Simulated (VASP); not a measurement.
Input of a VASP 6.6.1 run:

File INCAR:

```
PREC = Accurate ; ENCUT = 600
EDIFF = 1E-6 ; ISMEAR = 0
SIGMA = 0.01 ; LREAL = F
LASPH = T ; NELM = 120
ALGO = Normal ; ISIF = 2
LWAVE = F ; LCHARG = F
GGA = PE ; NBANDS = 16
GGA_COMPAT = F
```

Contents of KPOINTS:

```
regular mesh
0
Gamma
  5 5 5
```

POSCAR

```
GaN
1.0
    0.0000000000      2.2535000000      2.2535000000
    2.2535000000      0.0000000000      2.2535000000
    2.2535000000      2.2535000000      0.0000000000
Ga N
1 1
Direct
   -0.0001040235      0.0006117301      0.0010205256
    0.7505178001      0.7469549748      0.7449201014
```

Potentials or basis: VASP PAW PBE potentials, release 64 (Ga_d, N).

Launch:

```console
$ cat potpaw_PBE.64/Ga_d/POTCAR potpaw_PBE.64/N/POTCAR > POTCAR
$ mpirun -np 1 vasp_std > vasp.out
```

**Question.** Estimate the largest force.

**Answer.** 0.309 eV/Å.

**Question.** Predict the band gap on the k mesh.

**Answer.** 1.66 eV, direct.

**Question.** Estimate the pressure.

**Answer.** 4.9 GPa.

Stress tensor (GPa, compression positive):
```
 4.90 -0.33 -0.69
-0.33  4.94 -1.27
-0.69 -1.27  4.96
```

Caveat: the k points lie up to 0.48 Å⁻¹ apart.
